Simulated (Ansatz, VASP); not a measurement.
Two plane-wave programs on LiBeS3

The input INCAR:

```
  PREC = Accurate
  ENCUT = 600
  EDIFF = 1E-6
  ISMEAR = 0
  SIGMA = 0.1
  LREAL = F
  LASPH = T
  NELM = 100
  ALGO = Normal
  ISIF = 3
  LWAVE = F
  LCHARG = F
  GGA = PE
  IBRION = 2
  NSW = 90
  EDIFFG = -0.04
```

KPOINTS

```
regular mesh
0
Gamma
  6 6 4
```

File POSCAR:

```
LiBeS3
1.0
    3.6046164348      0.0000000000      0.0000000000
    0.0000000000      3.6046164348      0.0000000000
    0.0000000000      0.0000000000      7.3022607336
Li Be S
1 1 3
Direct
    0.5000000000      0.5000000000      0.6598240255
    0.0000000000      0.0000000000      0.9590699186
    0.5000000000      0.0000000000      0.1484284112
    0.0000000000      0.5000000000      0.1484284112
    0.0000000000      0.0000000000      0.6924512535
```

Input for Ansatz:

```yaml
crystal:
  lattice:
    - [3.6046164348, 0.0, 0.0]
    - [0.0, 3.6046164348, 0.0]
    - [0.0, 0.0, 7.3022607336]
  atoms:
    - { symbol: Li, position: [0.5, 0.5, 0.6598240255] }
    - { symbol: Be, position: [0.0, 0.0, 0.9590699186] }
    - { symbol: S, position: [0.5, 0.0, 0.1484284112] }
    - { symbol: S, position: [0.0, 0.5, 0.1484284112] }
    - { symbol: S, position: [0.0, 0.0, 0.6924512535] }
basis:
  ecutwfc: 420
kpoints:
  mp_grid: { grid: [6, 6, 4] }
hamiltonian:
  xc: pbe
scf:
  occupations: { method: gaussian, width: 0.1 }
  lower_state_search: "off"
output:
  forces: true
  stress: true
  eigenvalues: true
relax:
  adjacent_minimum: "off"
  f_tol: 0.04
  max_steps: 70
  cell: { stress_tol: 0.4 }
```

Change from the starting cell: species swapped into the LaSiPt3 type (P4mm, No. 99).

Alike in both runs: task relaxation of cell and atoms; functional PBE; k mesh 6 × 6 × 4; occupations gaussian, width 0.1 eV; no spin polarisation.

|  | VASP | Ansatz |
| --- | --- | --- |
| version | VASP 6.6.1 | Ansatz 0.2.0 |
| potentials or method | VASP PAW PBE potentials, release 64 (Li_sv, Be, S), cutoff 600 eV | scalar-relativistic, plane waves, PAW |
| valence electrons in the cell | 23 | 23 |

```csv
,VASP,Ansatz,Ansatz less VASP
"gap on the k mesh at the Fermi level, each at its own relaxed structure (eV)",none,none,-
relaxed volume (Å³/atom),18.95,19.08,+0.132
relaxed cell length with the largest relative difference (Å),7.307,7.350,+0.0432
```

A gap of «none» marks a metal or a gap that the smearing closes.

Noted on VASP's run: the cutoff is short for stress, so the pressure is rough.
